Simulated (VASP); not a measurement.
# BN (P6_3mc) in VASP: notebook, part 2 of 2

VASP 6.6.1. The steps go on from the part before.

**3. Relaxation of shape and atoms at fixed volume, r2SCAN (5.72 Å³/atom)**

POSCAR reads:

```
BN
1.0
    2.5182681343      0.0000000000      0.0000000000
   -1.2591340672      2.1808841779      0.0000000000
    0.0000000000      0.0000000000      4.1652395541
B N
2 2
Direct
    0.6666666667      0.3333333333      0.9997995910
    0.3333333333      0.6666666667      0.4997995910
    0.6666666667      0.3333333333      0.6252004090
    0.3333333333      0.6666666667      0.1252004090
```

INCAR.step1 reads:

```
SYSTEM = BN
PREC = Accurate
ENCUT = 600
ISMEAR = 0
SIGMA = 0.02
LREAL = .False.
LASPH = .True.
NELM = 100
GGA = PE
ALGO = Normal
EDIFF = 1E-4
LWAVE = .True.
LCHARG = .False.
```

INCAR.step2 reads:

```
SYSTEM = BN
PREC = Accurate
ENCUT = 600
EDIFF = 1E-7
ISMEAR = 0
SIGMA = 0.02
LREAL = .False.
LASPH = .True.
NELM = 100
ALGO = Normal
ISIF = 4
LWAVE = .False.
LCHARG = .False.
METAGGA = R2SCAN
LMIXTAU = .True.
IBRION = 2
NSW = 50
EDIFFG = -0.01
ISTART = 1
```

KPOINTS reads:

```
regular mesh
0
Gamma
  12 12 6
  0 0 0
```

Potentials or basis: VASP PAW PBE potentials, release 64 (B, N).

The run is started by

```bash
cat potpaw_PBE.64/B/POTCAR potpaw_PBE.64/N/POTCAR > POTCAR
cp INCAR.step1 INCAR
mpirun -np 1 vasp_std > vasp.out
cp INCAR.step2 INCAR
mpirun -np 1 vasp_std > vasp.out
```

OUTCAR:

```text
SYSTEM = BN
   PREC = Accurate
   ENCUT = 600
   EDIFF = 1E-7
   ISMEAR = 0
   LREAL = .False.
   LASPH = .True.
   NELM = 100
   ISIF = 4
   METAGGA = R2SCAN
   IBRION = 2
   NSW = 50
   EDIFFG = -0.01
   ISTART = 1

 ion  position               nearest neighbor table
   1  0.667  0.333  1.000-   4 1.54   4 1.54   4 1.54   3 1.56
   2  0.333  0.667  0.500-   3 1.54   3 1.54   3 1.54   4 1.56
   3  0.667  0.333  0.625-   2 1.54   2 1.54   2 1.54   1 1.56
   4  0.333  0.667  0.125-   1 1.54   1 1.54   1 1.54   2 1.56

  LATTYP: Found a hexagonal cell.
 ALAT       =     2.5182681343
 C/A-ratio  =     1.6540095542

  Lattice vectors:

 A1 = (   2.5182681343,   0.0000000000,   0.0000000000)
 A2 = (  -1.2591340672,   2.1808841779,   0.0000000000)
 A3 = (   0.0000000000,   0.0000000000,   4.1652395541)

Analysis of symmetry for initial positions (statically):
=====================================================================
 Subroutine PRICEL returns:
 Original cell was already a primitive cell.

 Routine SETGRP: Setting up the symmetry group for a
 hexagonal supercell.

 Subroutine GETGRP returns: Found 12 space group operations
 (whereof  6 operations were pure point group operations)
 out of a pool of 24 trial point group operations.

The static configuration has the point symmetry C_3v.
 The point group associated with its full space group is C_6v.

Analysis of symmetry for dynamics (positions and initial velocities):
=====================================================================
 Subroutine PRICEL returns:
 Original cell was already a primitive cell.

 Routine SETGRP: Setting up the symmetry group for a
 hexagonal supercell.

 Subroutine GETGRP returns: Found 12 space group operations
 (whereof  6 operations were pure point group operations)
 out of a pool of 24 trial point group operations.

The dynamic configuration has the point symmetry C_3v.
[... 145 lines left out ...]

 number of electron      16.0000002 magnetization

 Free energy of the ion-electron system (eV)
  ---------------------------------------------------
  ext. energy  EPLUGINS =         0.00000000
  ---------------------------------------------------
  free energy    TOTEN  =       -38.23781482 eV

  energy without entropy =      -38.23781482  energy(sigma->0) =      -38.23781482

------------------------ aborting loop because EDIFF is reached ----------------------------------------

  FORCE on cell =-STRESS in cart. coord.  units (eV):
  Direction    XX          YY          ZZ          XY          YZ          ZX
  --------------------------------------------------------------------------------------
  -------------------------------------------------------------------------------------
  Total        1.9796435      1.9796435      2.0027288     -0.0000000      0.0000000      0.0000000
  in kB      138.6510011    138.6510011    140.2678571     -0.0000000      0.0000000      0.0000000
  external PRESSURE =     139.1899531 kB  Pullay stress =       0.0000000 kB
[... 63 lines left out ...]
--------------------------------------- Ionic step        3  -------------------------------------------

 number of electron      16.0000002 magnetization

 Free energy of the ion-electron system (eV)
  ---------------------------------------------------
  ext. energy  EPLUGINS =         0.00000000
  ---------------------------------------------------
  free energy    TOTEN  =       -38.23784581 eV

  energy without entropy =      -38.23784581  energy(sigma->0) =      -38.23784581

 E-fermi :   7.9843     XC(G=0): -13.8078

 val. band max:        7.8185753808   @ k =   0.0000   0.0000   0.0000
 cond. band min:      13.4749789378   @ k =   0.3333   0.3333   0.0000
 fundamental gap:      5.6564035570
 Fermi energy:         7.9843239466

 k-point     1 :       0.0000    0.0000    0.0000
  band No.  band energies     occupation
      1     -14.0451      2.00000
      2      -9.6592      2.00000
      3      -3.8226      2.00000
      4       5.5374      2.00000
      5       5.5374      2.00000
      6       7.5186      2.00000
      7       7.8186      2.00000
      8       7.8186      2.00000
      9      17.0164      0.00000
     10      17.0164      0.00000
     11      17.3141      0.00000
     12      18.4274      0.00000
[... 331 lines left out ...]
 k-point    24 :       0.3333   -0.0000    0.1667
  band No.  band energies     occupation
      1     -11.4507      2.00000
      2      -8.5393      2.00000
      3      -1.6002      2.00000
      4      -0.0544      2.00000
      5       1.4243      2.00000
      6       3.2026      2.00000
      7       5.1421      2.00000
      8       5.7772      2.00000
      9      15.4165      0.00000
     10      16.9684      0.00000
     11      19.7352      0.00000
     12      19.8410      0.00000

 [... further k-points ...]

------------------------ aborting loop because EDIFF is reached ----------------------------------------

  FORCE on cell =-STRESS in cart. coord.  units (eV):
  Direction    XX          YY          ZZ          XY          YZ          ZX
  --------------------------------------------------------------------------------------
  -------------------------------------------------------------------------------------
  Total        1.9818056      1.9818056      1.9925789     -0.0000000      0.0000000      0.0000000
  in kB      138.8024325    138.8024325    139.5569748     -0.0000000      0.0000000      0.0000000
  external PRESSURE =     139.0539466 kB  Pullay stress =       0.0000000 kB
[... 19 lines left out ...]
  FREE ENERGIE OF THE ION-ELECTRON SYSTEM (eV)
  ---------------------------------------------------
  free  energy   TOTEN  =       -38.2378458128 eV

  energy  without entropy=      -38.2378458128  energy(sigma->0) =      -38.23784581

 reached required accuracy - stopping structural energy minimisation
```

It took 2.1 min on 1 thread of Intel Xeon Platinum 8488C (Sapphire Rapids), shared host; peak memory 0.15 GiB.

Results:

```
Free energy               : -38.2378 eV
Energy gained by relaxing : 0.0 meV/atom
Ionic steps               : 3
Pressure after relaxing   : 13.9 GPa
Band gap on the k mesh    : 5.66 eV (least direct gap 9.13 eV)
```

Final structure:
```yaml
crystal:
  lattice:
    - [2.51817, 0.00000, 0.00000]
    - [-1.25909, 2.18080, 0.00000]
    - [0.00000, 0.00000, 4.16556]
  atoms:
    - { symbol: B, position: [0.66667, 0.33333, 0.99967] }
    - { symbol: B, position: [0.33333, 0.66667, 0.49967] }
    - { symbol: N, position: [0.66667, 0.33333, 0.62533] }
    - { symbol: N, position: [0.33333, 0.66667, 0.12533] }
```

Levels at points of the mesh, in eV from the valence-band top:
| k point | band 5 | band 6 | band 7 | band 8 | band 9 | band 10 | band 11 | band 12 |
| --- | --- | --- | --- | --- | --- | --- | --- | --- |
| (0.00, 0.00, 0.00) | -2.28 | -0.30 | 0.00 | 0.00 | 9.20 | 9.20 | 9.50 | 10.61 |
| (0.50, 0.00, 0.00) | -7.40 | -5.36 | -4.70 | -2.26 | 7.41 | 8.69 | 11.52 | 12.53 |
| (0.00, 0.00, 0.50) | -1.26 | -1.26 | -1.26 | -1.26 | 10.54 | 10.54 | 10.85 | 10.85 |
| (0.50, 0.00, 0.50) | -4.05 | -4.05 | -3.84 | -3.84 | 7.31 | 7.31 | 10.93 | 10.93 |

Caveat: the PAW data sets were made with another functional, which shifts forces and pressure a little. A k mesh can miss the band edges.

**4. Relaxation of shape and atoms at fixed volume, r2SCAN (6.07 Å³/atom)**

POSCAR reads:

```
BN
1.0
    2.5691559484      0.0000000000      0.0000000000
   -1.2845779742      2.2249543176      0.0000000000
    0.0000000000      0.0000000000      4.2494084848
B N
2 2
Direct
    0.6666666667      0.3333333333      0.9997995910
    0.3333333333      0.6666666667      0.4997995910
    0.6666666667      0.3333333333      0.6252004090
    0.3333333333      0.6666666667      0.1252004090
```

INCAR.step1 reads:

```
PREC = Accurate
ENCUT = 600
ISMEAR = 0
SIGMA = 0.02
LREAL = F
LASPH = T
NELM = 100
GGA = PE
ALGO = Normal
EDIFF = 1E-4
LWAVE = T
LCHARG = F
```

INCAR.step2 reads:

```
PREC = Accurate
ENCUT = 600
EDIFF = 1E-7
ISMEAR = 0
SIGMA = 0.02
LREAL = F
LASPH = T
NELM = 100
ALGO = Normal
ISIF = 4
LWAVE = F
LCHARG = F
METAGGA = R2SCAN
LMIXTAU = T
IBRION = 2
NSW = 50
EDIFFG = -0.01
ISTART = 1
```

KPOINTS reads:

```
Automatic mesh
0
Gamma
  12 12 6
```

The run is started by

```bash
cat potpaw_PBE.64/B/POTCAR potpaw_PBE.64/N/POTCAR > POTCAR
cp INCAR.step1 INCAR
mpirun -np 1 vasp_std > vasp.out
cp INCAR.step2 INCAR
mpirun -np 1 vasp_std > vasp.out
```

Run time: 2 min. Hardware: 1 thread of Intel Xeon Platinum 8488C (Sapphire Rapids), shared host; peak memory 0.17 GiB.

Results (log left out):

```yaml
Free_energy: -38.2534 eV
Energy_gained_by_relaxing: 0.0 meV/atom
Ionic_steps: 3
Pressure_after_relaxing: -9.9 GPa
Band_gap_on_the_k_mesh: 5.77 eV (least direct gap 8.84 eV)
```

Final structure:
```yaml
crystal:
  lattice:
    - [2.56924, 0.00000, 0.00000]
    - [-1.28462, 2.22503, 0.00000]
    - [0.00000, 0.00000, 4.24912]
  atoms:
    - { symbol: B, position: [0.66667, 0.33333, 0.99990] }
    - { symbol: B, position: [0.33333, 0.66667, 0.49990] }
    - { symbol: N, position: [0.66667, 0.33333, 0.62510] }
    - { symbol: N, position: [0.33333, 0.66667, 0.12510] }
```

Levels at points of the mesh, in eV from the valence-band top:
```
           k point  band 5  band 6  band 7  band 8  band 9  band 10  band 11  band 12
(0.00, 0.00, 0.00)   -2.14   -0.25    0.00    0.00    8.96     8.96     9.13     9.84
(0.50, 0.00, 0.00)   -7.02   -5.04   -4.38   -2.14    7.18     8.51    11.23    11.92
(0.00, 0.00, 0.50)   -1.18   -1.18   -1.18   -1.18    9.96     9.96    10.53    10.53
(0.50, 0.00, 0.50)   -3.81   -3.81   -3.62   -3.62    7.08     7.08    10.51    10.51
```

Caveat: the PAW data sets were made with another functional, which shifts forces and pressure a little. A k mesh can miss the band edges.

**5. Relaxation of shape and atoms at fixed volume, r2SCAN (6.25 Å³/atom)**

POSCAR reads:

```
BN
1.0
    2.5939868929      0.0000000000      0.0000000000
   -1.2969934465      2.2464585464      0.0000000000
    0.0000000000      0.0000000000      4.2898538872
B N
2 2
Direct
    0.6666666667      0.3333333333      0.9999084282
    0.3333333333      0.6666666667      0.4999084282
    0.6666666667      0.3333333333      0.6250915718
    0.3333333333      0.6666666667      0.1250915718
```

INCAR.step1 reads:

```
SYSTEM = BN
ALGO = Normal
EDIFF = 1E-4
ENCUT = 600
GGA = PE
ISMEAR = 0
LASPH = .TRUE.
LCHARG = .FALSE.
LREAL = .FALSE.
LWAVE = .TRUE.
NELM = 60
PREC = Accurate
SIGMA = 0.02
```

INCAR.step2 reads:

```
SYSTEM = BN
ALGO = Normal
EDIFF = 1E-6
EDIFFG = -0.01
ENCUT = 600
IBRION = 2
ISIF = 4
ISMEAR = 0
ISTART = 1
LASPH = .TRUE.
LCHARG = .FALSE.
LMIXTAU = .TRUE.
LREAL = .FALSE.
LWAVE = .FALSE.
METAGGA = R2SCAN
NELM = 60
NSW = 50
PREC = Accurate
SIGMA = 0.02
```

KPOINTS reads:

```
k-points
0
G
  12 12 6
  0 0 0
```

The run is started by

```bash
cat potpaw_PBE.64/B/POTCAR potpaw_PBE.64/N/POTCAR > POTCAR
cp INCAR.step1 INCAR
mpirun -np 1 vasp_std > vasp.out
cp INCAR.step2 INCAR
mpirun -np 1 vasp_std > vasp.out
```

Run time: 1.8 min. Hardware: 1 thread of Intel Xeon Platinum 8488C (Sapphire Rapids), shared host; peak memory 0.17 GiB.

The run converged. Its results:

* Free energy: -38.1893 eV
* Energy gained by relaxing: 0.0 meV/atom
* Ionic steps: 3
* Pressure after relaxing: -19.5 GPa
* Band gap on the k mesh: 5.82 eV (least direct gap 8.68 eV)

Final structure:
```cif
data_structure
_symmetry_space_group_name_H-M 'P 1'
_symmetry_Int_Tables_number 1
_cell_length_a 2.5940
_cell_length_b 2.5940
_cell_length_c 4.2898
_cell_angle_alpha 90.000
_cell_angle_beta 90.000
_cell_angle_gamma 120.000
_cell_volume 25.00
loop_
_atom_site_label
_atom_site_type_symbol
_atom_site_fract_x
_atom_site_fract_y
_atom_site_fract_z
_atom_site_occupancy
B1 B 0.66667 0.33333 0.00002 1
B2 B 0.33333 0.66667 0.50002 1
N1 N 0.66667 0.33333 0.62498 1
N2 N 0.33333 0.66667 0.12498 1
```

Levels at points of the mesh, in eV from the valence-band top:
```
           k point  band 5  band 6  band 7  band 8  band 9  band 10  band 11  band 12
(0.00, 0.00, 0.00)   -2.08   -0.22    0.00    0.00    8.84     8.84     8.93     9.49
(0.50, 0.00, 0.00)   -6.85   -4.89   -4.22   -2.08    7.08     8.42    11.09    11.60
(0.00, 0.00, 0.50)   -1.15   -1.15   -1.15   -1.15    9.68     9.68    10.37    10.37
(0.50, 0.00, 0.50)   -3.69   -3.69   -3.51   -3.51    6.97     6.97    10.31    10.31
```

Caveat: the PAW data sets were made with another functional, which shifts forces and pressure a little.

**6. Relaxation of shape and atoms at fixed volume, r2SCAN (6.49 Å³/atom)**

POSCAR reads:

```
BN
1.0
    2.6260761173      0.0000000000      0.0000000000
   -1.3130380587      2.2742486298      0.0000000000
    0.0000000000      0.0000000000      4.3436043041
B N
2 2
Direct
    0.6666666667      0.3333333333      1.0000618429
    0.3333333333      0.6666666667      0.5000618429
    0.6666666667      0.3333333333      0.6249381571
    0.3333333333      0.6666666667      0.1249381571
```

INCAR.step1 reads:

```
SYSTEM = BN
  ALGO = Normal
  EDIFF = 1E-4
  ENCUT = 600
  GGA = PE
  ISMEAR = 0
  LASPH = .True.
  LCHARG = .False.
  LREAL = .False.
  LWAVE = .True.
  NELM = 80
  PREC = Accurate
  SIGMA = 0.02
```

INCAR.step2 reads:

```
SYSTEM = BN
  ALGO = Normal
  EDIFF = 1E-6
  EDIFFG = -0.01
  ENCUT = 600
  IBRION = 2
  ISIF = 4
  ISMEAR = 0
  ISTART = 1
  LASPH = .True.
  LCHARG = .False.
  LMIXTAU = .True.
  LREAL = .False.
  LWAVE = .False.
  METAGGA = R2SCAN
  NELM = 80
  NSW = 50
  PREC = Accurate
  SIGMA = 0.02
```

KPOINTS reads:

```
k-points
0
Gamma
  12 12 6
  0 0 0
```

Potentials or basis: VASP PAW PBE potentials, release 64 (B, N).

The run is started by

```bash
cat potpaw_PBE.64/B/POTCAR potpaw_PBE.64/N/POTCAR > POTCAR
cp INCAR.step1 INCAR
mpirun -np 1 vasp_std > vasp.out
cp INCAR.step2 INCAR
mpirun -np 1 vasp_std > vasp.out
```

OUTCAR:

```text
SYSTEM = BN
   EDIFF = 1E-6
   EDIFFG = -0.01
   ENCUT = 600
   IBRION = 2
   ISIF = 4
   ISMEAR = 0
   ISTART = 1
   LASPH = .True.
   LREAL = .False.
   METAGGA = R2SCAN
   NELM = 80
   NSW = 50
   PREC = Accurate

 ion  position               nearest neighbor table
   1  0.667  0.333  0.000-   4 1.61   4 1.61   4 1.61   3 1.63
   2  0.333  0.667  0.500-   3 1.61   3 1.61   3 1.61   4 1.63
   3  0.667  0.333  0.625-   2 1.61   2 1.61   2 1.61   1 1.63
   4  0.333  0.667  0.125-   1 1.61   1 1.61   1 1.61   2 1.63

  LATTYP: Found a hexagonal cell.
 ALAT       =     2.6260761173
 C/A-ratio  =     1.6540283336

  Lattice vectors:

 A1 = (   2.6260761173,   0.0000000000,   0.0000000000)
 A2 = (  -1.3130380587,   2.2742486298,   0.0000000000)
 A3 = (   0.0000000000,   0.0000000000,   4.3436043041)

Analysis of symmetry for initial positions (statically):
=====================================================================
 Subroutine PRICEL returns:
 Original cell was already a primitive cell.

 Routine SETGRP: Setting up the symmetry group for a
 hexagonal supercell.

 Subroutine GETGRP returns: Found 12 space group operations
 (whereof  6 operations were pure point group operations)
 out of a pool of 24 trial point group operations.

The static configuration has the point symmetry C_3v.
 The point group associated with its full space group is C_6v.

[... 244 lines left out ...]

 Free energy of the ion-electron system (eV)
  ---------------------------------------------------
  ext. energy  EPLUGINS =         0.00000000
  ---------------------------------------------------
  free energy    TOTEN  =       -38.04267429 eV

  energy without entropy =      -38.04267429  energy(sigma->0) =      -38.04267429

 E-fermi :   6.4186     XC(G=0): -13.1475

 val. band max:        6.2595992527   @ k =   0.0000   0.0000   0.0000
 cond. band min:      12.1372503663   @ k =   0.3333   0.3333   0.0000
 fundamental gap:      5.8776511136
 Fermi energy:         6.4186066101

 k-point     1 :       0.0000    0.0000    0.0000
  band No.  band energies     occupation
      1     -14.1297      2.00000
      2     -10.3308      2.00000
      3      -4.1510      2.00000
      4       4.2597      2.00000
      5       4.2597      2.00000
      6       6.0714      2.00000
      7       6.2596      2.00000
      8       6.2596      2.00000
      9      14.9052      0.00000
     10      14.9510      0.00000
     11      14.9510      0.00000
     12      15.3025      0.00000
[... 331 lines left out ...]
 k-point    24 :       0.3333    0.0000    0.1667
  band No.  band energies     occupation
      1     -11.8220      2.00000
      2      -9.3392      2.00000
      3      -2.2397      2.00000
      4      -0.7809      2.00000
      5       0.3797      2.00000
      6       2.2086      2.00000
      7       3.9693      2.00000
      8       4.4603      2.00000
      9      13.3176      0.00000
     10      14.8299      0.00000
     11      17.1694      0.00000
     12      17.4375      0.00000

 [... further k-points ...]

------------------------ aborting loop because EDIFF is reached ----------------------------------------

  FORCE on cell =-STRESS in cart. coord.  units (eV):
  Direction    XX          YY          ZZ          XY          YZ          ZX
  --------------------------------------------------------------------------------------
  -------------------------------------------------------------------------------------
  Total       -4.9328585     -4.9328585     -4.9198047      0.0000000     -0.0000000      0.0000000
  in kB     -304.6588071   -304.6588071   -303.8525890      0.0000000     -0.0000000      0.0000000
  external PRESSURE =    -304.3900677 kB  Pullay stress =       0.0000000 kB
[... 19 lines left out ...]
  FREE ENERGIE OF THE ION-ELECTRON SYSTEM (eV)
  ---------------------------------------------------
  free  energy   TOTEN  =       -38.0426742912 eV

  energy  without entropy=      -38.0426742912  energy(sigma->0) =      -38.04267429

 reached required accuracy - stopping structural energy minimisation
```

OUTCAR.step1:

```text
SYSTEM = BN
   EDIFF = 1E-4
   ENCUT = 600
   GGA = PE
   ISMEAR = 0
   LASPH = .True.
   LREAL = .False.
   NELM = 80
[... 590 lines left out ...]
     -0.00000      1.51617      2.17207        -0.000000      0.000000      0.016550
      1.31304      0.75808      2.71448        -0.000000      0.000000     -0.016550
     -0.00000      1.51617      0.54268         0.000000     -0.000000     -0.016550
 -----------------------------------------------------------------------------------
    total drift:                               -0.000000     -0.000000     -0.001128

  FREE ENERGIE OF THE ION-ELECTRON SYSTEM (eV)
  ---------------------------------------------------
  free  energy   TOTEN  =       -34.6617129727 eV

  energy  without entropy=      -34.6617129727  energy(sigma->0) =      -34.66171297
```

It took 1.8 min on 1 thread of Intel Xeon Platinum 8488C (Sapphire Rapids), shared host; peak memory 0.17 GiB.

Results:

```
Free energy               : -38.0427 eV
Energy gained by relaxing : 0.0 meV/atom
Ionic steps               : 3
Pressure after relaxing   : -30.4 GPa
Band gap on the k mesh    : 5.88 eV (least direct gap 8.48 eV)
```

Final structure:
```xyz
4
Lattice="2.6262 0.0000 0.0000 -1.3131 2.2743 0.0000 0.0000 0.0000 4.3432" Properties=species:S:1:pos:R:3 pbc="T T T"
B     1.3131    0.7581    0.0008
B     0.0000    1.5162    2.1725
N     1.3131    0.7581    2.7137
N     0.0000    1.5162    0.5421
```

Caveat: the PAW data sets were made with another functional, which shifts forces and pressure a little.

**7. Overview**

```tsv
task	cell	k mesh	cutoff (eV)	smearing	gap on the mesh (eV)	pressure (GPa)
single point	a = 2.544, b = 2.544, c = 12.623 Å, angles 90.0, 90.0, 60.0°, 12 atoms, atomic positions A	10 × 10 × 2	520	gaussian 0.05 eV	5.92	1.1
relaxation of shape and atoms at fixed volume	relaxed from a = 2.518, b = 2.518, c = 4.165 Å, angles 90.0, 90.0, 120.0°, 4 atoms, atomic positions B	12 × 12 × 6	600	gaussian 0.02 eV	5.66	13.9
relaxation of shape and atoms at fixed volume	relaxed from a = 2.569, b = 2.569, c = 4.249 Å, angles 90.0, 90.0, 120.0°, 4 atoms, atomic positions B	12 × 12 × 6	600	gaussian 0.02 eV	5.77	-9.9
relaxation of shape and atoms at fixed volume	relaxed from a = 2.594, b = 2.594, c = 4.290 Å, angles 90.0, 90.0, 120.0°, 4 atoms, atomic positions B	12 × 12 × 6	600	gaussian 0.02 eV	5.82	-19.5
relaxation of shape and atoms at fixed volume	relaxed from a = 2.626, b = 2.626, c = 4.344 Å, angles 90.0, 90.0, 120.0°, 4 atoms, atomic positions B	12 × 12 × 6	600	gaussian 0.02 eV	5.88	-30.4
```

Alike in all rows: level r2SCAN; potentials or basis VASP PAW PBE potentials, release 64 (B, N); no spin polarisation.

Caveats: the PAW data sets were made with another functional, which shifts forces and pressure a little.

Total energies depend on the potentials used, so only differences within one code and one set of settings carry meaning.
